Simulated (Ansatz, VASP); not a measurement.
Two plane-wave programs on SnO2

```
Sn O
1.0
     4.82543    0.00000    0.00000
     0.00000    4.82543    0.00000
     0.00000    0.00000    3.23728
Sn O
2 4
Direct
  0.00000 0.00000 0.00000
  0.50000 0.50000 0.50000
  0.30675 0.30675 0.00000
  0.19325 0.80675 0.50000
  0.69325 0.69325 0.00000
  0.80675 0.19325 0.50000
```

Alike in both runs: functional PBE; k mesh 4 × 4 × 6; occupations gaussian, width 0.1 eV; no spin polarisation.

Ansatz relaxed the structure, and its values are those at the end. VASP's run is a single point on that final structure, the one shown.

|  | VASP | Ansatz |
| --- | --- | --- |
| version | VASP 6.6.1 | Ansatz 0.2.0 |
| potentials or method | VASP PAW PBE potentials, release 64 (Sn_d, O), cutoff 520 eV | scalar-relativistic, plane waves, PAW |
| valence electrons in the cell | 52 | 52 |

|  | VASP | Ansatz | Ansatz less VASP |
| --- | --- | --- | --- |
| gap on the k mesh at the Fermi level (eV) | 0.68 | 0.70 | +0.012 |
| least direct gap on the mesh (eV) | 0.68 | 0.70 | +0.012 |
| pressure (GPa) | 0.8 | 0.2 | -0.61 |
| rms of the force components (eV/Å) | 0.020 | 0.012 | -0.0080 |
